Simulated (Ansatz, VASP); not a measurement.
## GaN in VASP and in Ansatz

```
Ga N
1.0
     0.00000    2.28267    2.18147
     2.28267    0.00000    2.18147
     2.28267    2.28267    0.00000
Ga N
1 1
Direct
  0.00000 0.00000 0.00000
  0.75000 0.75000 0.75000
```

Change from the starting cell: strain +0.015 along x and y, -0.030 along z, atoms carried along.

Alike in both runs: task single point; functional r2SCAN; k mesh 10 × 10 × 10; occupations gaussian, width 0.05 eV; no spin polarisation.

```csv
,VASP,Ansatz
version,VASP 6.6.1,Ansatz 0.2.0
potentials or method,"VASP PAW PBE potentials, release 64 (Ga_d, N), cutoff 520 eV","scalar-relativistic, plane waves, PAW"
valence electrons in the cell,18,18
```

VASP gave:

- gap on the k mesh at the Fermi level (eV): 2.03
- least direct gap on the mesh (eV): 2.03
- pressure (GPa): 1.1
- traceless stress, the component that is largest in VASP (GPa): 3.49

Question: Which values does Ansatz return?

Answer: gap on the k mesh at the Fermi level (eV): 2.04; least direct gap on the mesh (eV): 2.04; pressure (GPa): 0.0; traceless stress, the component that is largest in VASP (GPa): 3.57.

VASP's potentials were made for PBE, not for r2SCAN.
